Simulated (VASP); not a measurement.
# SrTiO3 (Pm-3m) in VASP: further runs

The runs below take SrTiO3 through single point, with PBE.

Program: VASP 6.6.1. These are calculated values, not measurements. Logs are shortened: lines on timing, memory, paths and dates and some standing lists are left out, and cuts for length are marked.

**1. The cell of the first run**

It takes space group Pm-3m (No. 221, cubic). The conventional cell has a = 3.936 Å, b = 3.936 Å, c = 3.936 Å, α = 90.00°, β = 90.00°, γ = 90.00°. Within 3.7 Å of Sr (site symmetry m-3m) lie 12 O at 2.78 Å and 8 Ti at 3.41 Å. Within 2.6 Å of Ti (site symmetry m-3m) lie 6 O at 1.97 Å. Within 2.6 Å of O (site symmetry 4/mmm) lie 2 Ti at 1.97 Å.

**2. Single point, PBE**

The input, INCAR:

```
PREC     = Accurate       # precision mode
ENCUT    = 520            # plane-wave cutoff, eV
EDIFF    = 1E-7           # SCF threshold, eV
ISMEAR   = 0              # smearing method
SIGMA    = 0.02           # smearing width, eV
LREAL    = F              # projectors in reciprocal space
LASPH    = T              # aspherical terms in the spheres
NELM     = 100            # most SCF steps
ALGO     = Normal         # electronic algorithm
ISIF     = 2              # what is computed and relaxed
LWAVE    = F              # write WAVECAR
LCHARG   = F              # write CHGCAR
GGA      = PE             # functional
NBANDS   = 28             # bands
```

The input, KPOINTS:

```
regular mesh
0
Gamma
  8 8 8
```

The input, POSCAR:

```
SrTiO3
1.0
    3.9364041186      0.0000000000      0.0000000000
    0.0000000000      3.9364041186      0.0000000000
    0.0000000000      0.0000000000      3.9364041186
Sr Ti O
1 1 3
Direct
    0.5000000000      0.5000000000      0.5000000000
    0.0000000000      0.0000000000      0.0000000000
    0.5000000000      0.0000000000      0.0000000000
    0.0000000000      0.5000000000      0.0000000000
    0.0000000000      0.0000000000      0.5000000000
```

Potentials or basis: VASP PAW PBE potentials, release 64 (Sr_sv, Ti_sv, O).

Launch:

```bash
cat potpaw_PBE.64/Sr_sv/POTCAR potpaw_PBE.64/Ti_sv/POTCAR potpaw_PBE.64/O/POTCAR > POTCAR
mpirun -np 1 vasp_std > vasp.out
```

OUTCAR:

```text
PREC = Accurate
   ENCUT = 520
   EDIFF = 1E-7
   ISMEAR = 0
   LREAL = F
   LASPH = T
   NELM = 100
   ISIF = 2
   GGA = PE

 ion  position               nearest neighbor table
   1  0.500  0.500  0.500-   3 2.78   4 2.78   5 2.78   3 2.78   4 2.78   3 2.78   5 2.78   3 2.78
                             4 2.78   5 2.78   4 2.78   5 2.78   2 3.41   2 3.41   2 3.41   2 3.41
   2  0.000  0.000  0.000-   3 1.97   4 1.97   5 1.97   5 1.97   4 1.97   3 1.97   1 3.41   1 3.41
                             1 3.41   1 3.41   1 3.41   1 3.41   1 3.41   1 3.41
   3  0.500  0.000  0.000-   2 1.97   2 1.97   1 2.78   1 2.78   1 2.78   1 2.78
   4  0.000  0.500  0.000-   2 1.97   2 1.97   1 2.78   1 2.78   1 2.78   1 2.78
   5  0.000  0.000  0.500-   2 1.97   2 1.97   1 2.78   1 2.78   1 2.78   1 2.78

  LATTYP: Found a simple cubic cell.
 ALAT       =     3.9364041186

  Lattice vectors:

 A1 = (   3.9364041186,   0.0000000000,   0.0000000000)
 A2 = (   0.0000000000,   3.9364041186,   0.0000000000)
 A3 = (   0.0000000000,   0.0000000000,   3.9364041186)

Analysis of symmetry for initial positions (statically):
=====================================================================
 Subroutine PRICEL returns:
 Original cell was already a primitive cell.

 Routine SETGRP: Setting up the symmetry group for a
 simple cubic supercell.

 Subroutine GETGRP returns: Found 48 space group operations
 (whereof 48 operations were pure point group operations)
 out of a pool of 48 trial point group operations.

The static configuration has the point symmetry O_h .

Analysis of symmetry for dynamics (positions and initial velocities):
=====================================================================
 Subroutine PRICEL returns:
 Original cell was already a primitive cell.

 Routine SETGRP: Setting up the symmetry group for a
 simple cubic supercell.

 Subroutine GETGRP returns: Found 48 space group operations
 (whereof 48 operations were pure point group operations)
 out of a pool of 48 trial point group operations.

The dynamic configuration has the point symmetry O_h .

 Subroutine INISYM returns: Found 48 space group operations
 (whereof 48 operations are pure point group operations),
 and found     1 'primitive' translations

----------------------------------------------------------------------------------------

                                     Primitive cell

  volume of cell :      60.9957

  direct lattice vectors                    reciprocal lattice vectors
     3.936404119  0.000000000  0.000000000     0.254038958  0.000000000  0.000000000
     0.000000000  3.936404119  0.000000000     0.000000000  0.254038958  0.000000000
     0.000000000  0.000000000  3.936404119     0.000000000  0.000000000  0.254038958

  length of vectors
     3.936404119  3.936404119  3.936404119     0.254038958  0.254038958  0.254038958

  position of ions in fractional coordinates (direct lattice)
     0.500000000  0.500000000  0.500000000
     0.000000000  0.000000000  0.000000000
     0.500000000  0.000000000  0.000000000
     0.000000000  0.500000000  0.000000000
     0.000000000  0.000000000  0.500000000

  ion indices of the primitive-cell ions
   primitive index   ion index
                 1           1
                 2           2
                 3           3
                 4           4
                 5           5

----------------------------------------------------------------------------------------

 KPOINTS: regular mesh

Automatic generation of k-mesh.
 Grid dimensions read from file:
 generate k-points for:    8    8    8

 Generating k-lattice:

  Cartesian coordinates                     Fractional coordinates (reciprocal lattice)
     0.031754870  0.000000000  0.000000000     0.125000000  0.000000000  0.000000000
     0.000000000  0.031754870  0.000000000     0.000000000  0.125000000  0.000000000
     0.000000000  0.000000000  0.031754870     0.000000000  0.000000000  0.125000000

  Length of vectors
     0.031754870  0.031754870  0.031754870

  Shift w.r.t. Gamma in fractional coordinates (k-lattice)
     0.000000000  0.000000000  0.000000000

 Subroutine IBZKPT returns following result:
 ===========================================

 Found     35 irreducible k-points:

 Following reciprocal coordinates:
            Coordinates               Weight
  0.000000  0.000000  0.000000      1.000000
  0.125000  0.000000  0.000000      6.000000
  0.250000  0.000000  0.000000      6.000000
  0.375000  0.000000  0.000000      6.000000
  0.500000  0.000000  0.000000      3.000000
  0.125000  0.125000  0.000000     12.000000
[... 16 lines left out ...]
  0.375000  0.375000  0.125000     24.000000
  0.500000  0.375000  0.125000     24.000000
 [... further k-points ...]
   k-points           NKPTS =     35   k-points in BZ     NKDIM =     35   number of bands    NBANDS=     28
   number of dos      NEDOS =    301   number of ions     NIONS =      5
   total plane-waves  NPLWV =  27000
   dimension x,y,z NGX =    30 NGY =   30 NGZ =   30
   dimension x,y,z NGXF=    60 NGYF=   60 NGZF=   60
   ions per type =               1   1   3
   NGX,Y,Z   is equivalent  to a cutoff of  12.67, 12.67, 12.67 a.u.
   NGXF,Y,Z  is equivalent  to a cutoff of  25.34, 25.34, 25.34 a.u.
 SYSTEM =  unknown system
   PREC   = accura    normal or accurate (medium, high low for compatibility)
   ISTART =      0    job   : 0-new  1-cont  2-samecut
   ICHARG =      2    charge: 1-file 2-atom 10-const
   ISPIN  =      1    spin polarized calculation?
   LNONCOLLINEAR =      F non collinear calculations
   LSORBIT =      F    spin-orbit coupling
   LASPH  =      T    aspherical Exc in radial PAW
   ENCUT  =  520.0 eV  38.22 Ry    6.18 a.u.   7.32  7.32  7.32*2*pi/ulx,y,z
   NELM   =    100;   NELMIN=  2; NELMDL= -5     # of ELM steps
   EDIFF  = 0.1E-06   stopping-criterion for ELM
   LREAL  =      F    real-space projection
   EDIFFG = 0.1E-05   stopping-criterion for IOM
   NSW    =      0    number of steps for IOM
   IBRION =     -1    ionic relax: 0-MD 1-quasi-New 2-CG
   NFREE  =      0    steps in history (QN), initial steepest desc. (CG)
   ISIF   =      2    stress and relaxation
   ISYM   =      2    0-nonsym 1-usesym 2-fastsym
   POTIM  = 0.5000    time-step for ionic-motion
   TEBEG  =    0.0;   TEEND  =   0.0 temperature during run
   PSTRESS=    0.0 pullay stress
   NELECT =      40.0000    total number of electrons
   NUPDOWN=      -1.0000    fix difference up-down
   EMIN   =  10.00;   EMAX   =-10.00  energy-range for DOS
   EFERMI =   0.00;   METHOD = LEGACY
   ISMEAR =     0;   SIGMA  =   0.02  broadening in eV -4-tet -1-fermi 0-gaus
   EFERMI_NEDOS =   21; number of points for ismear=-14 and -15
   IALGO  =     38    algorithm
   IMIX   =      4    mixing-type and parameters
     AMIX     =   0.40;   BMIX     =  1.00
     AMIX_MAG =   1.60;   BMIX_MAG =  1.00
  volume/ion in A,a.u.               =      12.20        82.32
  Fermi-wavevector in a.u.,A,eV,Ry     =   1.422313  2.687782 27.524232  2.022974
  Thomas-Fermi vector in A             =   2.543030
   LORBIT       =      0    0 simple, 1 ext, 2 COOP (PROOUT), +10 PAW based schemes
   GGA     = PE    functional components
   LHFCALC =     F    Hartree Fock is set to
   AEXX    =    0.0000 exact exchange contribution
   IVDW    =     0    specifies the selected vdW correction
   LEPSILON=     F    determine dielectric tensor
   LRPA    =     F    only Hartree local field effects (RPA)
 non-spin polarized calculation
 Gauss-broadening in eV      SIGMA  =   0.02
  energy-cutoff  :      520.00
  volume of cell :       61.00
 maximum number of plane-waves:      1671
 NGX is ok and might be reduce to    30
   NGX = 15   NGY = 15   NGZ = 15

 number of electron      39.9999990 magnetization

 Free energy of the ion-electron system (eV)
  ---------------------------------------------------
  ext. energy  EPLUGINS =         0.00000000
  ---------------------------------------------------
  free energy    TOTEN  =       -40.10326415 eV

  energy without entropy =      -40.10326415  energy(sigma->0) =      -40.10326415

 E-fermi :   4.1509     XC(G=0): -11.1444

 val. band max:        3.9703747148   @ k =   0.5000   0.5000   0.5000
 cond. band min:       5.7816802841   @ k =   0.0000   0.0000   0.0000
 fundamental gap:      1.8113055693
 Fermi energy:         4.1509209689

 k-point     1 :       0.0000    0.0000    0.0000
  band No.  band energies     occupation
      1     -52.5923      2.00000
      2     -28.8943      2.00000
      3     -28.8234      2.00000
      4     -28.8234      2.00000
      5     -28.8234      2.00000
      6     -13.3706      2.00000
[... 20 lines left out ...]
     27       9.3473      0.00000
     28       9.9715      0.00000

 k-point     2 :       0.1250    0.0000    0.0000
  band No.  band energies     occupation
      1     -52.5921      2.00000
      2     -28.9109      2.00000
      3     -28.8230      2.00000
      4     -28.8230      2.00000
      5     -28.8130      2.00000
      6     -13.3763      2.00000
[... 20 lines left out ...]
     27       9.6150      0.00000
     28      10.3398      0.00000

 k-point     3 :       0.2500    0.0000    0.0000
  band No.  band energies     occupation
      1     -52.5916      2.00000
      2     -28.9432      2.00000
      3     -28.8221      2.00000
      4     -28.8221      2.00000
      5     -28.7956      2.00000
      6     -13.4359      2.00000
[... 20 lines left out ...]
     27      10.2570      0.00000
     28      11.3497      0.00000

 k-point     4 :       0.3750    0.0000    0.0000
  band No.  band energies     occupation
      1     -52.5912      2.00000
      2     -28.9711      2.00000
      3     -28.8212      2.00000
      4     -28.8212      2.00000
      5     -28.7825      2.00000
      6     -13.5341      2.00000
[... 578 lines left out ...]
     27      11.9894      0.00000
     28      12.2490      0.00000

 k-point    23 :       0.3750    0.3750    0.1250
  band No.  band energies     occupation
      1     -52.5898      2.00000
      2     -28.9154      2.00000
      3     -28.8754      2.00000
      4     -28.8300      2.00000
      5     -28.8175      2.00000
      6     -12.9781      2.00000
[... 20 lines left out ...]
     27      12.0376      0.00000
     28      12.4836      0.00000

 k-point    24 :       0.5000    0.3750    0.1250
  band No.  band energies     occupation
      1     -52.5896      2.00000
      2     -28.9094      2.00000
      3     -28.8750      2.00000
      4     -28.8319      2.00000
      5     -28.8281      2.00000
      6     -12.8920      2.00000
[... 20 lines left out ...]
     27      12.0931      0.00000
     28      12.5842      0.00000

 [... further k-points ...]
[... 5 lines left out ...]
  --------------------------------------------------------------------------------------
  -------------------------------------------------------------------------------------
  Total        0.2383061      0.2383061      0.2383061      0.0000000      0.0000000     -0.0000000
  in kB        6.2596012      6.2596012      6.2596012      0.0000000      0.0000000     -0.0000000
  external PRESSURE =       6.2596012 kB  Pullay stress =       0.0000000 kB

 VOLUME and BASIS-vectors are now :
 -----------------------------------------------------------------------------
  energy-cutoff  :      520.00
  volume of cell :       61.00
      direct lattice vectors                 reciprocal lattice vectors
     3.936404119  0.000000000  0.000000000     0.254038958  0.000000000  0.000000000
     0.000000000  3.936404119  0.000000000     0.000000000  0.254038958  0.000000000
     0.000000000  0.000000000  3.936404119     0.000000000  0.000000000  0.254038958

 POSITION                                       TOTAL-FORCE (eV/Angst)
 -----------------------------------------------------------------------------------
      1.96820      1.96820      1.96820         0.000000      0.000000      0.000000
      0.00000      0.00000      0.00000         0.000000      0.000000      0.000000
      1.96820      0.00000      0.00000         0.000000      0.000000      0.000000
      0.00000      1.96820      0.00000         0.000000      0.000000      0.000000
      0.00000      0.00000      1.96820         0.000000      0.000000      0.000000
 -----------------------------------------------------------------------------------
    total drift:                                0.000000     -0.000000      0.000000

  FREE ENERGIE OF THE ION-ELECTRON SYSTEM (eV)
  ---------------------------------------------------
  free  energy   TOTEN  =       -40.1032641533 eV

  energy  without entropy=      -40.1032641533  energy(sigma->0) =      -40.10326415
```

Run time: 67 s. Hardware: 1 thread of Intel Xeon Platinum 8259CL at 2.50GHz (Skylake/Cascade Lake), shared host; peak memory 0.21 GiB.

Results:

```
Free energy            : -40.1033 eV
Pressure               : 0.6 GPa
Band gap on the k mesh : 1.81 eV, indirect (least direct gap 2.18 eV)
```

**3. Single point, PBE (volume scaled by 1.03)**

The input, INCAR:

```
PREC = Accurate
ENCUT = 520
EDIFF = 1E-6
ISMEAR = 0
SIGMA = 0.02
LREAL = False
LASPH = True
NELM = 60
ALGO = Normal
ISIF = 2
LWAVE = False
LCHARG = True
GGA = PE
LELF = True
LVHAR = True
NBANDS = 28
```

KPOINTS is that of step 2.

Changes to POSCAR since step 2:

```diff
@@ -2,5 +2,5 @@
 1.0
-    3.9364041186      0.0000000000      0.0000000000
-    0.0000000000      3.9364041186      0.0000000000
-    0.0000000000      0.0000000000      3.9364041186
+    3.9753809516      0.0000000000      0.0000000000
+    0.0000000000      3.9753809516      0.0000000000
+    0.0000000000      0.0000000000      3.9753809516
 Sr Ti O
```

Potentials or basis: VASP PAW PBE potentials, release 64 (Sr_sv, Ti_sv, O).

Launch:

```bash
cat potpaw_PBE.64/Sr_sv/POTCAR potpaw_PBE.64/Ti_sv/POTCAR potpaw_PBE.64/O/POTCAR > POTCAR
mpirun -np 1 vasp_std > vasp.out
```

It took 64 s on 1 thread of Intel Xeon Platinum 8259CL at 2.50GHz (Skylake/Cascade Lake), shared host; peak memory 0.21 GiB.

The run converged. Its results:

```yaml
Free_energy: -40.0845 eV
Pressure: -4.1 GPa
Band_gap_on_the_k_mesh: 1.75 eV, indirect (least direct gap 2.14 eV)
```

Levels at points of the mesh, in eV from the valence-band top:
```csv
k point,band 16,band 17,band 18,band 19,band 20,band 21,band 22,band 23,band 24,band 25
"(0.00, 0.00, 0.00)",-1.08,-1.08,-0.38,-0.38,-0.38,1.75,1.75,1.75,3.93,3.93
"(0.50, 0.00, 0.00)",-2.22,-2.22,-1.83,-0.73,-0.73,1.90,3.51,3.51,3.94,5.99
"(0.50, 0.50, 0.00)",-2.66,-1.75,-1.51,-1.51,-0.08,3.51,3.51,3.94,4.83,7.63
"(0.50, 0.50, 0.50)",-3.58,-3.58,0.00,0.00,0.00,4.13,4.13,4.13,6.73,6.73
```

**4. Single point, PBE (volume scaled by 1.06)**

The input, INCAR:

```
ALGO = Normal
EDIFF = 1E-6
ENCUT = 520
GGA = PE
ISIF = 2
ISMEAR = 0
LASPH = T
LCHARG = T
LELF = T
LREAL = F
LVHAR = T
LWAVE = F
NBANDS = 28
NELM = 100
PREC = Accurate
SIGMA = 0.02
```

The input, KPOINTS:

```
k-points
0
Gamma
  8 8 8
```

Changes to POSCAR since step 3:

```diff
@@ -2,5 +2,5 @@
 1.0
-    3.9753809516      0.0000000000      0.0000000000
-    0.0000000000      3.9753809516      0.0000000000
-    0.0000000000      0.0000000000      3.9753809516
+    4.0136081135      0.0000000000      0.0000000000
+    0.0000000000      4.0136081135      0.0000000000
+    0.0000000000      0.0000000000      4.0136081135
 Sr Ti O
```

Launch:

```bash
cat potpaw_PBE.64/Sr_sv/POTCAR potpaw_PBE.64/Ti_sv/POTCAR potpaw_PBE.64/O/POTCAR > POTCAR
mpirun -np 1 vasp_std > vasp.out
```

Run time: 65 s. Hardware: 1 thread of Intel Xeon Platinum 8259CL at 2.50GHz (Skylake/Cascade Lake), shared host; peak memory 0.21 GiB.

The run converged. Its results:

```yaml
Free_energy: -40.0154 eV
Pressure: -8.2 GPa
Band_gap_on_the_k_mesh: 1.70 eV, indirect (least direct gap 2.09 eV)
```

Levels at points of the mesh, in eV from the valence-band top:
```csv
k point,band 18,band 19,band 20,band 21,band 22,band 23
"(0.00, 0.00, 0.00)",-0.39,-0.39,-0.39,1.70,1.70,1.70
"(0.50, 0.00, 0.00)",-1.75,-0.73,-0.73,1.83,3.37,3.37
"(0.50, 0.50, 0.00)",-1.48,-1.48,-0.08,3.37,3.37,3.79
"(0.50, 0.50, 0.50)",0.00,0.00,0.00,3.96,3.96,3.96
```

 A k mesh can miss the band edges.

**5. Single point, PBE (volume scaled by 1.10)**

The input, INCAR:

```
SYSTEM = SrTiO3
  PREC = Accurate
  ENCUT = 520
  EDIFF = 1E-6
  ISMEAR = 0
  SIGMA = 0.02
  LREAL = .FALSE.
  LASPH = .TRUE.
  NELM = 80
  ALGO = Normal
  ISIF = 2
  LWAVE = .FALSE.
  LCHARG = .TRUE.
  GGA = PE
  LELF = .TRUE.
  LVHAR = .TRUE.
  NBANDS = 28
```

The input, KPOINTS:

```
regular mesh
0
G
  8 8 8
  0 0 0
```

Changes to POSCAR since step 4:

```diff
@@ -2,5 +2,5 @@
 1.0
-    4.0136081135      0.0000000000      0.0000000000
-    0.0000000000      4.0136081135      0.0000000000
-    0.0000000000      0.0000000000      4.0136081135
+    4.0634716980      0.0000000000      0.0000000000
+    0.0000000000      4.0634716980      0.0000000000
+    0.0000000000      0.0000000000      4.0634716980
 Sr Ti O
```

Launch:

```bash
cat potpaw_PBE.64/Sr_sv/POTCAR potpaw_PBE.64/Ti_sv/POTCAR potpaw_PBE.64/O/POTCAR > POTCAR
mpirun -np 1 vasp_std > vasp.out
```

It took 63 s on 1 thread of Intel Xeon Platinum 8259CL at 2.50GHz (Skylake/Cascade Lake), shared host; peak memory 0.21 GiB.

Results (log left out):

| Quantity | Value |
| --- | --- |
| Free energy | -39.8576 eV |
| Pressure | -12.7 GPa |
| Band gap on the k mesh | 1.63 eV, indirect (least direct gap 2.03 eV) |

Levels at points of the mesh, in eV from the valence-band top:
| k point | band 18 | band 19 | band 20 | band 21 | band 22 | band 23 |
| --- | --- | --- | --- | --- | --- | --- |
| (0.00, 0.00, 0.00) | -0.40 | -0.40 | -0.40 | 1.63 | 1.63 | 1.63 |
| (0.50, 0.00, 0.00) | -1.65 | -0.72 | -0.72 | 1.75 | 3.19 | 3.19 |
| (0.50, 0.50, 0.00) | -1.44 | -1.44 | -0.08 | 3.19 | 3.19 | 3.60 |
| (0.50, 0.50, 0.50) | 0.00 | 0.00 | 0.00 | 3.75 | 3.75 | 3.75 |

**6. Overview**

| cell | gap on the mesh (eV) | pressure (GPa) |
| --- | --- | --- |
| a = 3.936 Å, 5 atoms | 1.81 | 0.6 |
| a = 3.975 Å, 5 atoms | 1.75 | -4.1 |
| a = 4.014 Å, 5 atoms | 1.70 | -8.2 |
| a = 4.063 Å, 5 atoms | 1.63 | -12.7 |

Alike in all rows: task single point; level PBE; potentials or basis VASP PAW PBE potentials, release 64 (Sr_sv, Ti_sv, O); no spin polarisation; k mesh 8 × 8 × 8; cutoff (eV) 520; smearing gaussian 0.02 eV.

Absolute energies hang on the potentials; compare differences alone.
